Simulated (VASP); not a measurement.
TeOs: single point with PBE

TeOs:

```
Os Te
1.0
     4.47617    0.00000    0.00000
    -2.23808    3.87648    0.00000
     0.00000    0.00000    7.29103
Os Te
2 2
Direct
  0.33330 0.66670 0.00000
  0.66660 0.33330 0.50000
  0.33330 0.66670 0.37000
  0.66660 0.33330 0.87000
```

```json
{"Program": "VASP 6.6.1", "Task": "single point", "Functional": "PBE", "Potentials or basis": "VASP PAW PBE potentials, release 64 (Os, Te)", "Cutoff": "520 eV", "k mesh": "7 × 7 × 4", "Occupations": "methfessel-paxton, width 0.0207 eV", "Spin": "no spin polarisation", "Dipole correction": "no", "k mesh for the DOS": "11 × 11 × 6", "Occupations for the DOS": "tetrahedron", "Further INCAR settings": "ALGO = Normal; EDIFF = 1e-06"}
```

* Valence electrons inside the program's atomic spheres: Os 6.83; Te 3.28

Levels at points of the mesh, in eV from the Fermi level:
| k point | band 12 | band 13 | band 14 | band 15 | band 16 | band 17 |
| --- | --- | --- | --- | --- | --- | --- |
| (0.00, 0.00, 0.00) | -0.87 | -0.87 | 1.23 | 1.38 | 1.38 | 2.68 |
| (0.00, 0.00, 0.50) | -1.01 | 0.42 | 0.42 | 2.02 | 2.02 | 2.02 |

Run time: 4.3 min on 1 thread of Intel(R) Xeon(R) Platinum 8259CL CPU @ 2.50GHz (Skylake/Cascade Lake), with other jobs on the host, peak memory 0.48 GiB.

Caveat: spin-orbit coupling is left out, which moves the levels of the heavy elements.
